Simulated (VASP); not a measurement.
# V3Si (Pm-3n) in VASP: single point with r2SCAN+U

Aim: the single point of V3Si with r2SCAN+U.

Program: VASP 6.6.1. These are calculated values, not measurements. Logs are shortened: lines on timing, memory, paths and dates and some standing lists are left out, and cuts for length are marked.

## Step 1: The cell of the first run

The structure is cubic, space group Pm-3n (No. 223). The conventional cell has a = 4.783 Å, b = 4.783 Å, c = 4.783 Å, α = 90.00°, β = 90.00°, γ = 90.00°. Si (site symmetry m-3) has 12 V at 2.67 Å within 3.5 Å. Within 3.2 Å of V (site symmetry -4m2) lie 10 V at 2.39 to 2.93 Å and 4 Si at 2.67 Å.

## Step 2: Single point, r2SCAN+U

The input, POSCAR:

```
V3Si
1.0
    4.7825271900      0.0000000000      0.0000000000
    0.0000000000      4.7825271900      0.0000000000
    0.0000000000      0.0000000000      4.7825271900
Si V
2 6
Direct
    0.0000000000      0.0000000000      0.0000000000
    0.5000000000      0.5000000000      0.5000000000
    0.2500000000      0.0000000000      0.5000000000
    0.5000000000      0.7500000000      0.0000000000
    0.7500000000      0.0000000000      0.5000000000
    0.5000000000      0.2500000000      0.0000000000
    0.0000000000      0.5000000000      0.7500000000
    0.0000000000      0.5000000000      0.2500000000
```

The input, INCAR.step1:

```
SYSTEM = V3Si
PREC     = Accurate       ! precision mode
ENCUT    = 550            ! plane-wave cutoff, eV
ISMEAR   = -1             ! smearing method
SIGMA    = 0.1            ! smearing width, eV
LREAL    = .False.        ! projectors in reciprocal space
LASPH    = .True.         ! aspherical terms in the spheres
NELM     = 200            ! most SCF steps
LMAXMIX  = 4              ! l up to which the mixer works
LDAU     = .True.         ! DFT+U
LDAUTYPE = 1            
LDAUL    = -1 2           ! shell
LDAUU    = 0 3.52         ! U, eV
LDAUJ    = 0 0.56       
NBANDS   = 53             ! bands
GGA      = PE             ! functional
ALGO     = Normal         ! electronic algorithm
EDIFF    = 1E-5           ! SCF threshold, eV
LWAVE    = .True.         ! write WAVECAR
LCHARG   = .False.        ! write CHGCAR
GGA_COMPAT= .False.
```

The input, INCAR.step2:

```
SYSTEM = V3Si
PREC     = Accurate       ! precision mode
ENCUT    = 550            ! plane-wave cutoff, eV
EDIFF    = 1E-6           ! SCF threshold, eV
ISMEAR   = -1             ! smearing method
SIGMA    = 0.1            ! smearing width, eV
LREAL    = .False.        ! projectors in reciprocal space
LASPH    = .True.         ! aspherical terms in the spheres
NELM     = 200            ! most SCF steps
ALGO     = Normal         ! electronic algorithm
ISIF     = 2              ! what is computed and relaxed
LWAVE    = .False.        ! write WAVECAR
LCHARG   = .False.        ! write CHGCAR
LMAXMIX  = 4              ! l up to which the mixer works
LDAU     = .True.         ! DFT+U
LDAUTYPE = 1            
LDAUL    = -1 2           ! shell
LDAUU    = 0 3.52         ! U, eV
LDAUJ    = 0 0.56       
LDAUPRINT= 1            
METAGGA  = R2SCAN         ! meta-GGA
LMIXTAU  = .True.       
NBANDS   = 53             ! bands
ISTART   = 1            
GGA_COMPAT= .False.
```

The input, KPOINTS:

```
Automatic mesh
0
Gamma
  7 7 7
  0 0 0
```

Potentials or basis: VASP PAW PBE potentials, release 64 (Si, V_sv).

Run with:

```bash
$ cat potpaw_PBE.64/Si/POTCAR potpaw_PBE.64/V_sv/POTCAR > POTCAR
$ cp INCAR.step1 INCAR
$ mpirun -np 1 vasp_std > vasp.out
$ cp INCAR.step2 INCAR
$ mpirun -np 1 vasp_std > vasp.out
```

OUTCAR:

```text
SYSTEM = V3Si
   PREC = Accurate
   ENCUT = 550
   EDIFF = 1E-6
   ISMEAR = -1
   LREAL = .False.
   LASPH = .True.
   NELM = 200
   ISIF = 2
   METAGGA = R2SCAN
   ISTART = 1

 ion  position               nearest neighbor table
   1  0.000  0.000  0.000-   3 2.67   4 2.67   5 2.67   6 2.67   7 2.67   8 2.67   3 2.67   5 2.67
                             7 2.67   8 2.67   4 2.67   6 2.67
   2  0.500  0.500  0.500-   3 2.67   4 2.67   5 2.67   6 2.67   7 2.67   8 2.67   4 2.67   6 2.67
                             3 2.67   5 2.67   7 2.67   8 2.67
   3  0.250  0.000  0.500-   5 2.39   5 2.39   1 2.67   1 2.67   2 2.67   2 2.67
   4  0.500  0.750  0.000-   6 2.39   6 2.39   1 2.67   2 2.67   2 2.67   1 2.67
   5  0.750  0.000  0.500-   3 2.39   3 2.39   1 2.67   1 2.67   2 2.67   2 2.67
   6  0.500  0.250  0.000-   4 2.39   4 2.39   1 2.67   2 2.67   2 2.67   1 2.67
   7  0.000  0.500  0.750-   8 2.39   8 2.39   1 2.67   2 2.67   1 2.67   2 2.67
   8  0.000  0.500  0.250-   7 2.39   7 2.39   1 2.67   2 2.67   1 2.67   2 2.67

  LATTYP: Found a simple cubic cell.
 ALAT       =     4.7825271900

  Lattice vectors:

 A1 = (   4.7825271900,   0.0000000000,   0.0000000000)
 A2 = (   0.0000000000,   4.7825271900,   0.0000000000)
 A3 = (   0.0000000000,   0.0000000000,   4.7825271900)

Analysis of symmetry for initial positions (statically):
=====================================================================
 Subroutine PRICEL returns:
 Original cell was already a primitive cell.

 Routine SETGRP: Setting up the symmetry group for a
 simple cubic supercell.

 Subroutine GETGRP returns: Found 48 space group operations
 (whereof 24 operations were pure point group operations)
 out of a pool of 48 trial point group operations.

The static configuration has the point symmetry T_h .
 The point group associated with its full space group is O_h .

Analysis of symmetry for dynamics (positions and initial velocities):
=====================================================================
 Subroutine PRICEL returns:
 Original cell was already a primitive cell.

 Routine SETGRP: Setting up the symmetry group for a
 simple cubic supercell.

 Subroutine GETGRP returns: Found 48 space group operations
 (whereof 24 operations were pure point group operations)
 out of a pool of 48 trial point group operations.

The dynamic configuration has the point symmetry T_h .
 The point group associated with its full space group is O_h .

 Subroutine INISYM returns: Found 48 space group operations
 (whereof 24 operations are pure point group operations),
 and found     1 'primitive' translations

----------------------------------------------------------------------------------------

                                     Primitive cell

  volume of cell :     109.3887

  direct lattice vectors                    reciprocal lattice vectors
     4.782527190  0.000000000  0.000000000     0.209094472  0.000000000  0.000000000
     0.000000000  4.782527190  0.000000000     0.000000000  0.209094472  0.000000000
     0.000000000  0.000000000  4.782527190     0.000000000  0.000000000  0.209094472

  length of vectors
     4.782527190  4.782527190  4.782527190     0.209094472  0.209094472  0.209094472

  position of ions in fractional coordinates (direct lattice)
     0.000000000  0.000000000  0.000000000
     0.500000000  0.500000000  0.500000000
     0.250000000  0.000000000  0.500000000
     0.500000000  0.750000000  0.000000000
     0.750000000  0.000000000  0.500000000
     0.500000000  0.250000000  0.000000000
     0.000000000  0.500000000  0.750000000
     0.000000000  0.500000000  0.250000000

  ion indices of the primitive-cell ions
[... 59 lines left out ...]
   number of dos      NEDOS =    301   number of ions     NIONS =      8
   total plane-waves  NPLWV =  64000
   dimension x,y,z NGX =    40 NGY =   40 NGZ =   40
   dimension x,y,z NGXF=    80 NGYF=   80 NGZF=   80
   ions per type =               2   6
   NGX,Y,Z   is equivalent  to a cutoff of  13.90, 13.90, 13.90 a.u.
   NGXF,Y,Z  is equivalent  to a cutoff of  27.81, 27.81, 27.81 a.u.
 SYSTEM =  V3Si
   PREC   = accura    normal or accurate (medium, high low for compatibility)
   ISTART =      1    job   : 0-new  1-cont  2-samecut
   ICHARG =      0    charge: 1-file 2-atom 10-const
   ISPIN  =      1    spin polarized calculation?
   LNONCOLLINEAR =      F non collinear calculations
   LSORBIT =      F    spin-orbit coupling
   LASPH  =      T    aspherical Exc in radial PAW
   ENCUT  =  550.0 eV  40.42 Ry    6.36 a.u.   9.15  9.15  9.15*2*pi/ulx,y,z
   NELM   =    200;   NELMIN=  2; NELMDL=  0     # of ELM steps
   EDIFF  = 0.1E-05   stopping-criterion for ELM
   LREAL  =      F    real-space projection
   EDIFFG = 0.1E-04   stopping-criterion for IOM
   NSW    =      0    number of steps for IOM
   IBRION =     -1    ionic relax: 0-MD 1-quasi-New 2-CG
   NFREE  =      0    steps in history (QN), initial steepest desc. (CG)
   ISIF   =      2    stress and relaxation
   ISYM   =      2    0-nonsym 1-usesym 2-fastsym
   POTIM  = 0.5000    time-step for ionic-motion
   TEBEG  =    0.0;   TEEND  =   0.0 temperature during run
   PSTRESS=    0.0 pullay stress
   NELECT =      86.0000    total number of electrons
   NUPDOWN=      -1.0000    fix difference up-down
   EMIN   =  10.00;   EMAX   =-10.00  energy-range for DOS
   EFERMI =   0.00;   METHOD = LEGACY
   ISMEAR =    -1;   SIGMA  =   0.10  broadening in eV -4-tet -1-fermi 0-gaus
   EFERMI_NEDOS =   21; number of points for ismear=-14 and -15
   IALGO  =     38    algorithm
   IMIX   =      4    mixing-type and parameters
     AMIX     =   0.40;   BMIX     =  1.00
     AMIX_MAG =   1.60;   BMIX_MAG =  1.00
  volume/ion in A,a.u.               =      13.67        92.27
  Fermi-wavevector in a.u.,A,eV,Ry     =   1.510950  2.855282 31.061707  2.282971
  Thomas-Fermi vector in A             =   2.621072
   LORBIT       =      0    0 simple, 1 ext, 2 COOP (PROOUT), +10 PAW based schemes
 LDA+U is selected, type is set to LDAUTYPE =  1
   angular momentum for each species LDAUL =    -1    2
   U (eV)           for each species LDAUU =   0.0  3.5
   J (eV)           for each species LDAUJ =   0.0  0.6
   METAGGA = R2SCAN    functional components
   LHFCALC =     F    Hartree Fock is set to
   AEXX    =    0.0000 exact exchange contribution
   IVDW    =     0    specifies the selected vdW correction
   LEPSILON=     F    determine dielectric tensor
   LRPA    =     F    only Hartree local field effects (RPA)
 non-spin polarized calculation
  energy-cutoff  :      550.00
  volume of cell :      109.39
 maximum number of plane-waves:      3225
 NGX is ok and might be reduce to    40
   NGX = 19   NGY = 19   NGZ = 19

atom =   3  type =  2  l = 2

 onsite density matrix

spin component  1
[... 182 lines left out ...]
  o =  0.2324  v =  0.0000 -0.0000 -0.0000 -0.0000  1.0000  0.0000  0.0000  0.0000  0.0000  0.0000      0.0000  0.0000  0.0000  0.0000  0.0000  0.0000  0.0000  0.0000  0.0000  0.0000
  o =  0.2324  v =  0.0000  0.0000  0.0000  0.0000  0.0000  0.0000 -0.0000 -0.0000 -0.0000  1.0000      0.0000  0.0000  0.0000  0.0000  0.0000  0.0000  0.0000  0.0000  0.0000  0.0000
  o =  0.2485  v =  0.0000 -0.9978 -0.0000  0.0660 -0.0000  0.0000  0.0000  0.0000  0.0000  0.0000      0.0000  0.0000  0.0000  0.0000  0.0000  0.0000  0.0000  0.0000  0.0000  0.0000
  o =  0.2485  v =  0.0000  0.0000  0.0000  0.0000  0.0000  0.0000 -0.9978 -0.0000  0.0660 -0.0000      0.0000  0.0000  0.0000  0.0000  0.0000  0.0000  0.0000  0.0000  0.0000  0.0000
  o =  0.2485  v =  0.0000  0.0000  0.0000  0.0000  0.0000  0.0000 -0.0660  0.0000 -0.9978 -0.0000      0.0000  0.0000  0.0000  0.0000  0.0000  0.0000  0.0000  0.0000  0.0000  0.0000
  o =  0.2485  v =  0.0000 -0.0660  0.0000 -0.9978 -0.0000  0.0000  0.0000  0.0000  0.0000  0.0000      0.0000  0.0000  0.0000  0.0000  0.0000  0.0000  0.0000  0.0000  0.0000  0.0000
  o =  0.3309  v =  1.0000  0.0000  0.0000  0.0000  0.0000  0.0000  0.0000  0.0000  0.0000  0.0000      0.0000  0.0000  0.0000  0.0000  0.0000  0.0000  0.0000  0.0000  0.0000  0.0000
  o =  0.3309  v =  0.0000  0.0000  0.0000  0.0000  0.0000  1.0000  0.0000  0.0000  0.0000  0.0000      0.0000  0.0000  0.0000  0.0000  0.0000  0.0000  0.0000  0.0000  0.0000  0.0000
  o =  0.4450  v =  0.0000  0.0000  0.0000  0.0000  0.0000  0.0000  0.0000 -1.0000 -0.0000 -0.0000      0.0000  0.0000  0.0000  0.0000  0.0000  0.0000  0.0000  0.0000  0.0000  0.0000
  o =  0.4450  v =  0.0000  0.0000 -1.0000 -0.0000 -0.0000  0.0000  0.0000  0.0000  0.0000  0.0000      0.0000  0.0000  0.0000  0.0000  0.0000  0.0000  0.0000  0.0000  0.0000  0.0000

 number of electron      85.9999947 magnetization

 Free energy of the ion-electron system (eV)
  ---------------------------------------------------
  ext. energy  EPLUGINS =         0.00000000
  ---------------------------------------------------
  free energy    TOTEN  =       -87.79811711 eV

  energy without entropy =      -87.49666376  energy(sigma->0) =      -87.64739044

 E-fermi :   9.9235     XC(G=0): -13.5223

 val. band max:        9.9218770190   @ k =   0.4286   0.2857   0.1429
 cond. band min:       9.9594975974   @ k =   0.4286   0.2857   0.1429
 fundamental gap:      0.0376205784
 Fermi energy:         9.9235025816

 k-point     1 :       0.0000    0.0000    0.0000
  band No.  band energies     occupation
      1     -57.0880      2.00000
      2     -57.0238      2.00000
      3     -57.0238      2.00000
      4     -56.8370      2.00000
      5     -56.8370      2.00000
      6     -56.8370      2.00000
[... 1109 lines left out ...]
     52      11.9536      0.00000
     53      12.0913      0.00000

------------------------ aborting loop because EDIFF is reached ----------------------------------------

  FORCE on cell =-STRESS in cart. coord.  units (eV):
  Direction    XX          YY          ZZ          XY          YZ          ZX
  --------------------------------------------------------------------------------------
  -------------------------------------------------------------------------------------
  Total       -3.1766015     -3.1766015     -3.1766015      0.0000000      0.0000000      0.0000000
  in kB      -46.5265631    -46.5265631    -46.5265631      0.0000000      0.0000000      0.0000000
  external PRESSURE =     -46.5265631 kB  Pullay stress =       0.0000000 kB

 VOLUME and BASIS-vectors are now :
 -----------------------------------------------------------------------------
  energy-cutoff  :      550.00
  volume of cell :      109.39
      direct lattice vectors                 reciprocal lattice vectors
     4.782527190  0.000000000  0.000000000     0.209094472  0.000000000  0.000000000
     0.000000000  4.782527190  0.000000000     0.000000000  0.209094472  0.000000000
     0.000000000  0.000000000  4.782527190     0.000000000  0.000000000  0.209094472

 POSITION                                       TOTAL-FORCE (eV/Angst)
 -----------------------------------------------------------------------------------
      0.00000      0.00000      0.00000         0.000000      0.000000      0.000000
      2.39126      2.39126      2.39126         0.000000      0.000000      0.000000
      1.19563      0.00000      2.39126        -0.000000     -0.000000     -0.000000
      2.39126      3.58690      0.00000        -0.000000      0.000000     -0.000000
      3.58690      0.00000      2.39126         0.000000     -0.000000     -0.000000
      2.39126      1.19563      0.00000        -0.000000      0.000000      0.000000
      0.00000      2.39126      3.58690         0.000000      0.000000      0.000000
      0.00000      2.39126      1.19563         0.000000      0.000000     -0.000000
 -----------------------------------------------------------------------------------
    total drift:                               -0.000000     -0.000000      0.000000

  FREE ENERGIE OF THE ION-ELECTRON SYSTEM (eV)
  ---------------------------------------------------
  free  energy   TOTEN  =       -87.7981171119 eV

  energy  without entropy=      -87.4966637646  energy(sigma->0) =      -87.64739044
```

Wall time 10 min (1 thread of Intel Xeon Platinum 8375C at 2.90GHz (Ice Lake), shared host); peak memory 0.3 GiB.

What came out:

```yaml
Free_energy: -87.7981 eV
Pressure: -4.7 GPa
Band_gap_on_the_k_mesh: zero (band 43 reaches 10.16 eV, above the bottom of band 44 at 9.56 eV)
```

Eigenvalues of the final occupation matrices:
```
    site  spin  trace               eigenvalues
site 3 d     1   1.51  0.23 0.25 0.25 0.33 0.45
site 3 d     2   1.51  0.23 0.25 0.25 0.33 0.45
site 4 d     1   1.51  0.23 0.25 0.25 0.33 0.45
site 4 d     2   1.51  0.23 0.25 0.25 0.33 0.45
site 5 d     1   1.51  0.23 0.25 0.25 0.33 0.45
site 5 d     2   1.51  0.23 0.25 0.25 0.33 0.45
site 6 d     1   1.51  0.23 0.25 0.25 0.33 0.45
site 6 d     2   1.51  0.23 0.25 0.25 0.33 0.45
site 7 d     1   1.51  0.23 0.25 0.25 0.33 0.45
site 7 d     2   1.51  0.23 0.25 0.25 0.33 0.45
site 8 d     1   1.51  0.23 0.25 0.25 0.33 0.45
site 8 d     2   1.51  0.23 0.25 0.25 0.33 0.45
```

Caveat: the PAW data sets were made with another functional, which shifts forces and pressure a little; U without spin polarisation on a metal has little footing; the U is typed as a test and isn't derived for this compound.
